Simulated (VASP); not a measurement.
Set up this calculation in VASP 6.6.1, as the native input.

```yaml
Task: single point
Functional: HSE06
Potentials_or_basis: VASP PAW PBE potentials, release 64 (Li_sv, H)
Cutoff: 520 eV
k_mesh: 6 × 6 × 6
Occupations: gaussian, width 0.01 eV
Spin: no spin polarisation
Dipole_correction: no
Grid_for_exact_exchange_PRECFOCK: Normal
Further_INCAR_settings: ALGO = Normal; EDIFF = 1e-07; NBANDS = 9
Screening_parameter: 0.2079 1/Å
```

LiH:

```xyz
2
Lattice="0.0000 2.0030 2.0030 2.0030 0.0000 2.0030 2.0030 2.0030 0.0000" Properties=species:S:1:pos:R:3 pbc="T T T"
Li    0.0000    0.0000    0.0000
H     2.0030    2.0030    2.0030
```

One way to write it, as run:

POSCAR

```
LiH
1.0
    0.0000000000      2.0029948411      2.0029948411
    2.0029948411      0.0000000000      2.0029948411
    2.0029948411      2.0029948411      0.0000000000
Li H
1 1
Direct
    0.0000000000      0.0000000000      0.0000000000
    0.5000000000      0.5000000000      0.5000000000
```

INCAR.step1

```
SYSTEM = LiH
ALGO = Normal
EDIFF = 1E-5
ENCUT = 520
GGA = PE
ISIF = 2
ISMEAR = 0
LASPH = .True.
LCHARG = .False.
LREAL = .False.
LWAVE = .True.
NBANDS = 9
NELM = 60
PREC = Accurate
SIGMA = 0.01
```

INCAR.step2

```
SYSTEM = LiH
ALGO = Normal
EDIFF = 1E-7
ENCUT = 520
GGA = PE
HFSCREEN = 0.2079
ISIF = 2
ISMEAR = 0
ISTART = 1
LASPH = .True.
LCHARG = .False.
LHFCALC = .True.
LREAL = .False.
LWAVE = .False.
NBANDS = 9
NELM = 60
PREC = Accurate
PRECFOCK = Normal
SIGMA = 0.01
```

KPOINTS

```
k-points
0
Gamma
  6 6 6
  0 0 0
```

Potentials or basis: VASP PAW PBE potentials, release 64 (Li_sv, H).

Command:

```bash
$ cat potpaw_PBE.64/Li_sv/POTCAR potpaw_PBE.64/H/POTCAR > POTCAR
$ cp INCAR.step1 INCAR
$ mpirun -np 1 vasp_std > vasp.out
$ cp INCAR.step2 INCAR
$ mpirun -np 1 vasp_std > vasp.out
```

Results of the run:

```yaml
Band_gap_on_the_k_mesh: 3.97 eV, direct
```

Caveat: the k points lie up to 0.45 Å⁻¹ apart.

Wall time 97 s on 1 thread of AMD EPYC 7R43 64-Core Processor (Zen 3), with other jobs on the host, peak memory 0.2 GiB.
